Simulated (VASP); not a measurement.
Runs of VASP 6.6.1 on AlCo. The structure is that of space group Pm-3m (No. 221), or close to it. The cells are those of the table. 

```tsv
cell	gap on the mesh (eV)	pressure (GPa)
a = 2.819, b = 2.819, c = 2.735 Å, 2 atoms	none	(b)
a = 2.819, b = 2.819, c = 2.862 Å, 2 atoms	none	(a)
a = 2.735, b = 2.735, c = 2.819 Å, 2 atoms	none	14.0
a = 2.777, b = 2.777, c = 2.819 Å, 2 atoms	none	7.2
a = 2.904, b = 2.904, c = 2.735 Å, 2 atoms	none	-4.4
```

Alike in all rows: task single point; level PBEsol; potentials or basis VASP PAW PBE potentials, release 64 (Al, Co); no spin polarisation; k mesh 16 × 16 × 16; cutoff (eV) 520; smearing gaussian 0.15 eV.

Problem. Estimate the missing entries.

Solution. (a) -2.1; (b) 7.3.

Caveats: the PAW data sets were made with another functional, which shifts forces and pressure a little; the run has no spin polarisation, though such a crystal can be magnetic; the cell stands under pressure (at least some runs); the cell stands under tension (at least some runs).

A gap of «none» marks levels without a gap at the run's occupations.
